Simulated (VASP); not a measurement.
A run of VASP 6.6.1:

File INCAR:

```
SYSTEM = NiMoIrPdW
ALGO = Normal ; EDIFF = 1E-6
ENCUT = 520 ; GGA = PS
ISIF = 2 ; ISMEAR = -1
ISPIN = 2 ; LASPH = .True.
LCHARG = .False. ; LMAXMIX = 4
LORBIT = 11 ; LREAL = .False.
LWAVE = .False. ; MAGMOM = 1 1 0 0.6 0
NBANDS = 40 ; NELM = 150
PREC = Accurate ; SIGMA = 0.05
```

KPOINTS

```
k-points
0
Gamma
  8 8 2
  0 0 0
```

The input POSCAR:

```
NiMoIrPdW
1.0
    2.7285605763      0.0000000000      0.0000000000
   -1.3642802882      2.3630027749      0.0000000000
    0.0000000000      0.0000000000     11.1639412972
Ni Mo Pd Ir W
1 1 1 1 1
Direct
    0.0000000000      0.0000000000      0.7107120417
    0.6666666667      0.3333333333      0.2947834806
    0.6666666667      0.3333333333      0.8983177598
    0.0000000000      0.0000000000      0.1033224343
    0.6666666667      0.3333333333      0.5305442836
```

Potentials or basis: VASP PAW PBE potentials, release 64 (Ni, Mo_sv, Pd, Ir, W_sv).

Command:

```bash
$ cat potpaw_PBE.64/Ni/POTCAR potpaw_PBE.64/Mo_sv/POTCAR potpaw_PBE.64/Pd/POTCAR potpaw_PBE.64/Ir/POTCAR potpaw_PBE.64/W_sv/POTCAR > POTCAR
$ mpirun -np 1 vasp_std > vasp.out
```

Hardware: 1 thread of Intel Xeon 8259CL, on a shared host.

Q: How long does it take, and how much memory?

A: Run time: 5.8 min on 1 thread of Intel Xeon 8259CL (shared host), peak memory 0.28 GiB. Counts: scf iterations 23, k points 20.
